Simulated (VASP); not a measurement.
Input of a VASP 6.6.1 run:

INCAR

```
PREC = Accurate
ENCUT = 520
EDIFF = 1E-6
ISMEAR = 0
SIGMA = 0.05
LREAL = False
LASPH = True
NELM = 80
ALGO = Normal
ISIF = 2
LWAVE = False
LCHARG = False
GGA = PS
NBANDS = 24
```

The input KPOINTS:

```
Automatic mesh
0
Gamma
  8 8 6
```

Contents of POSCAR:

```
BaS
1.0
    4.4389338046      0.0000000000      0.0000000000
   -2.2194669023      3.8442294405      0.0000000000
    0.0000000000      0.0000000000      7.7653473506
Ba S
2 2
Direct
    0.0000000000      0.0000000000      0.0000000000
    0.0000000000      0.0000000000      0.5000000000
    0.3333333333      0.6666666667      0.2500000000
    0.6666666667      0.3333333333      0.7500000000
```

Potentials or basis: VASP PAW PBE potentials, release 64 (Ba_sv, S).

Command:

```bash
$ cat potpaw_PBE.64/Ba_sv/POTCAR potpaw_PBE.64/S/POTCAR > POTCAR
$ mpirun -np 1 vasp_std > vasp.out
```

Q: Estimate the band gap on the k mesh.

A: 2.20 eV (least direct gap 2.21 eV).

Q: What does it give for the pressure?

A: -0.9 GPa.

Stress tensor (GPa, compression positive):
```
-1.01  0.00  0.00
 0.00 -1.01  0.00
 0.00  0.00 -0.78
```

Caveat: the PAW data sets were made with another functional, which shifts forces and pressure a little; spin-orbit coupling is left out, which moves the levels of the heavy elements. A k mesh can miss the band edges.
